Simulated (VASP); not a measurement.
Write the native input for VASP 6.6.1 that does the following.

* Task: single point
* Functional: r2SCAN
* Potentials or basis: VASP PAW PBE potentials, release 64 (La, C)
* Cutoff: 520 eV
* k mesh: 10 × 10 × 10
* Occupations: gaussian, width 0.05 eV
* Spin: no spin polarisation
* Dipole correction: no
* Further INCAR settings: ALGO = Normal; EDIFF = 1e-07; NBANDS = 14

Crystal: LaC.

```
La C
1.0
     3.76155    0.00000    0.00000
    -1.88077    3.25759    0.00000
     0.00000    0.00000    3.21206
La C
1 1
Cartesian
  0.0000 0.0000 0.0000
  1.8808 1.0859 1.6060
```

These files were run (other wordings do the same):

POSCAR

```
LaC
1.0
    3.7615465854      0.0000000000      0.0000000000
   -1.8807732927      3.2575949005      0.0000000000
    0.0000000000      0.0000000000      3.2120628345
La C
1 1
Direct
    0.0000000000      0.0000000000      0.0000000000
    0.6666666667      0.3333333333      0.5000000000
```

INCAR.step1

```
SYSTEM = LaC
ALGO = Normal
EDIFF = 1E-4
ENCUT = 520
GGA = PE
ISMEAR = 0
LASPH = .TRUE.
LCHARG = .FALSE.
LREAL = .FALSE.
LWAVE = .TRUE.
NBANDS = 14
NELM = 60
PREC = Accurate
SIGMA = 0.05
```

INCAR.step2

```
SYSTEM = LaC
ALGO = Normal
EDIFF = 1E-7
ENCUT = 520
ISIF = 2
ISMEAR = 0
ISTART = 1
LASPH = .TRUE.
LCHARG = .FALSE.
LMIXTAU = .TRUE.
LREAL = .FALSE.
LWAVE = .FALSE.
METAGGA = R2SCAN
NBANDS = 14
NELM = 60
PREC = Accurate
SIGMA = 0.05
```

KPOINTS

```
k-points
0
G
  10 10 10
  0 0 0
```

Potentials or basis: VASP PAW PBE potentials, release 64 (La, C).

Launch:

```bash
$ cat potpaw_PBE.64/La/POTCAR potpaw_PBE.64/C/POTCAR > POTCAR
$ cp INCAR.step1 INCAR
$ mpirun -np 1 vasp_std > vasp.out
$ cp INCAR.step2 INCAR
$ mpirun -np 1 vasp_std > vasp.out
```

Results of the run:

```json
{
 "Pressure": "0.0 GPa"
}
```

Caveat: the PAW data sets were made with another functional, which shifts forces and pressure a little.

It took 3.2 min on 1 thread of Intel(R) Xeon(R) Platinum 8488C (Sapphire Rapids) (shared host), peak memory 0.21 GiB.
